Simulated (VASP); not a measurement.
# Zr2H3Pd: single point with PBE

Crystal: Zr2H3Pd.

```xyz
6
Lattice="-1.6034 1.6034 6.7000 1.6034 -1.6034 6.7000 1.6034 1.6034 -6.7000" Properties=species:S:1:pos:R:3 pbc="T T T"
Pd    0.0186   -0.0184   -0.0407
Zr    0.0319   -0.0010    4.7340
Zr   -0.0547    0.0524    8.6446
H     1.5648   -0.0250    3.3358
H    -0.0385    1.5413    3.3672
H     0.0647   -0.0136    6.7117
```

| Property | Result |
| --- | --- |
| Program | VASP 6.6.1 |
| Task | single point |
| Functional | PBE |
| Potentials or basis | VASP PAW PBE potentials, release 64 (Pd, Zr_sv, H) |
| Cutoff | 520 eV |
| k mesh | 6 × 6 × 8 |
| Occupations | fermi-dirac, width 0.1 eV |
| Spin | no spin polarisation |
| Dipole correction | no |
| Further INCAR settings | ALGO = Normal; EDIFF = 1e-07; NBANDS = 28 |

The pressure is -0.6 GPa, the largest force is 0.587 eV/Å and the band gap on the k mesh is zero (an odd number of electrons rules out a gap without spin polarisation).

Forces on the atoms (eV/Å):
```
Pd  -0.172  0.129  0.004
Zr  -0.296 -0.232 -0.052
Zr   0.148 -0.427  0.375
H    0.162  0.213  0.014
H    0.036  0.324 -0.138
H    0.122 -0.007 -0.203
```

Stress tensor (GPa, compression positive):
```
-0.77 -0.10  0.05
-0.10 -0.33 -0.19
 0.05 -0.19 -0.75
```

Levels at points of the mesh, in eV from the Fermi level:
```tsv
k point	band 15	band 16	band 17	band 18	band 19	band 20	band 21	band 22
(0.00, 0.00, 0.00)	-2.75	-2.74	-2.36	-0.52	-0.10	1.69	1.81	1.94
(0.50, 0.00, 0.00)	-2.89	-2.74	-1.04	-0.66	-0.21	0.36	1.41	2.01
(0.00, 0.50, 0.00)	-2.89	-2.75	-0.96	-0.64	-0.29	0.31	1.44	2.02
(0.50, 0.50, 0.00)	-2.45	-1.63	-0.93	-0.80	0.05	0.34	2.13	2.61
(0.00, 0.00, 0.50)	-2.46	-1.63	-0.95	-0.78	0.04	0.36	2.15	2.69
(0.50, 0.00, 0.50)	-2.89	-2.75	-1.05	-0.67	-0.20	0.38	1.41	1.97
(0.00, 0.50, 0.50)	-2.90	-2.74	-0.97	-0.64	-0.27	0.32	1.44	2.02
(0.50, 0.50, 0.50)	-2.72	-2.36	-1.04	-1.00	-0.86	1.04	1.09	2.69
```

Wall time 26 min on 1 thread of Oxide Virtual Turin-like Processor (shared host), peak memory 0.52 GiB.
